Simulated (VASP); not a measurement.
A run of VASP 6.6.1 is set up as follows.

Contents of INCAR:

```
PREC     = Accurate       # precision mode
ENCUT    = 600            # plane-wave cutoff, eV
EDIFF    = 1E-6           # SCF threshold, eV
ISMEAR   = -1             # smearing method
SIGMA    = 0.05           # smearing width, eV
LREAL    = False          # projectors in reciprocal space
LASPH    = True           # aspherical terms in the spheres
NELM     = 60             # most SCF steps
ALGO     = Normal         # electronic algorithm
ISIF     = 3              # what is computed and relaxed
LWAVE    = False          # write WAVECAR
LCHARG   = False          # write CHGCAR
GGA      = PE             # functional
IBRION   = 2              # ionic algorithm
NSW      = 32             # ionic steps
EDIFFG   = -0.005         # ionic threshold
PSTRESS  = 150.0
```

Contents of KPOINTS:

```
regular mesh
0
Gamma
  8 8 11
```

Contents of POSCAR:

```
Ag
1.0
    4.5397895302      0.0000000000      0.0000000000
   -2.2698947651      3.9315730610      0.0000000000
    0.0000000000      0.0000000000      2.7145800113
Ag
3
Direct
    0.0000000000      0.0000000000      0.0000000000
    0.3333333333      0.6666666667      0.5000000000
    0.6666666667      0.3333333333      0.5000000000
```

Potentials or basis: VASP PAW PBE potentials, release 64 (Ag).

Run with:

```sh
$ cat potpaw_PBE.64/Ag/POTCAR > POTCAR
$ mpirun -np 1 vasp_std > vasp.out
```

Question: Predict the band gap on the k mesh.

Answer: Zero (an odd number of electrons rules out a gap without spin polarisation).

Question: Predict the relaxed volume.

Answer: 16.12 Å³/atom.

Question: What does it give for the relaxed cell?

Answer: a = 4.537 Å, b = 4.537 Å, c = 2.713 Å, α = 90.00°, β = 90.00°, γ = 120.00°.

Step by step:
```
step  energy change (eV)  largest force (eV/Å)  pressure (GPa)  volume (Å³)
   1              0.0000                0.0000           14.68        48.45
   2              0.0209                0.0000           15.48        48.23
   3              0.0091                0.0000           15.05        48.35
   4              0.0079                0.0000           14.98        48.37
```

Caveat: the cell is relaxed towards a set pressure, so the run minimises the enthalpy, not the energy.
